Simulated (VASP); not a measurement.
Write the native input for VASP 6.6.1 that does the following.

| Item | Value |
| --- | --- |
| Task | relaxation of cell and atoms |
| Functional | PBEsol |
| Dispersion | D3(BJ) |
| Potentials or basis | VASP PAW PBE potentials, release 64 (Ga_d, P) |
| Cutoff | 600 eV |
| k mesh | 8 × 8 × 8 |
| Occupations | fermi-dirac, width 0.05 eV |
| Spin | no spin polarisation |
| Dipole correction | no |
| Further INCAR settings | ALGO = Normal; EDIFF = 1e-07; IBRION = 2; EDIFFG = -0.005; NSW = 80; ISIF = 3 |

The structure of GaP lies in POSCAR:

```
GaP
1.0
    0.0000000000      2.7252500000      2.7252500000
    2.7252500000      0.0000000000      2.7252500000
    2.7252500000      2.7252500000      0.0000000000
Ga P
1 1
Direct
    0.0000000000      0.0000000000      0.0000000000
    0.7500000000      0.7500000000      0.7500000000
```

One way to write it, as run:

INCAR

```
SYSTEM = GaP
ALGO = Normal ; EDIFF = 1E-7
EDIFFG = -0.005 ; ENCUT = 600
GGA = PS ; IBRION = 2
ISIF = 3 ; ISMEAR = -1
IVDW = 12 ; LASPH = .TRUE.
LCHARG = .FALSE. ; LREAL = .FALSE.
LWAVE = .FALSE. ; NELM = 60
NSW = 80 ; PREC = Accurate
SIGMA = 0.05
```

KPOINTS

```
k-points
0
G
  8 8 8
  0 0 0
```

Potentials or basis: VASP PAW PBE potentials, release 64 (Ga_d, P).

Command:

```bash
$ cat potpaw_PBE.64/Ga_d/POTCAR potpaw_PBE.64/P/POTCAR > POTCAR
$ mpirun -np 1 vasp_std > vasp.out
```

Results of the run:

The relaxed volume is 19.57 Å³/atom. The relaxed cell is a = 3.811 Å, b = 3.811 Å, c = 3.811 Å, α = 60.00°, β = 60.00°, γ = 60.00°. The space group after relaxing (to 0.05 Å) is F-43m (No. 216). The energy gained by relaxing is 6.1 meV/atom, the ionic steps are 3 and the pressure after relaxing is 0.0 GPa. The band gap on the k mesh is 1.44 eV, indirect (least direct gap 2.03 eV) and the dispersion energy per atom is -0.291 eV.

Caveat: the PAW data sets were made with another functional, which shifts forces and pressure a little.

It took 23 s on 1 thread of Intel(R) Xeon(R) 6975P-C (Granite Rapids), on a shared host, peak memory 0.2 GiB.
